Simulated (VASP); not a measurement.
AlAs:

```
CELL_PARAMETERS angstrom
0.00000 2.83790 2.83790
2.83790 0.00000 2.83790
2.83790 2.83790 0.00000
ATOMIC_POSITIONS crystal
Al 0.00000 0.00000 0.00000
As 0.75000 0.75000 0.75000
```

Base run:

```yaml
Program: VASP 6.6.1
Functional: r2SCAN
Potentials_or_basis: VASP PAW PBE potentials, release 64 (Al, As)
Cutoff: 550 eV
k_mesh: 7 × 7 × 7
Occupations: gaussian, width 0.01 eV
Spin: no spin polarisation
```

Its results: band gap on the k mesh 1.92 eV, indirect (least direct gap 2.64 eV); pressure 0.0 GPa.

Problem. The run is repeated on the same cell with these changes: functional from r2SCAN to LDA; potentials or basis from VASP PAW PBE potentials, release 64 (Al, As) to VASP PAW LDA potentials, release 64 (Al, As); cutoff from 550 eV to 500 eV. What comes out?

Solution. Band gap on the k mesh 1.46 eV, indirect (least direct gap 1.82 eV); pressure -1.5 GPa.

Caveats: the PAW data sets were made with another functional, which shifts forces and pressure a little (some runs).

A k mesh can miss the band edges.
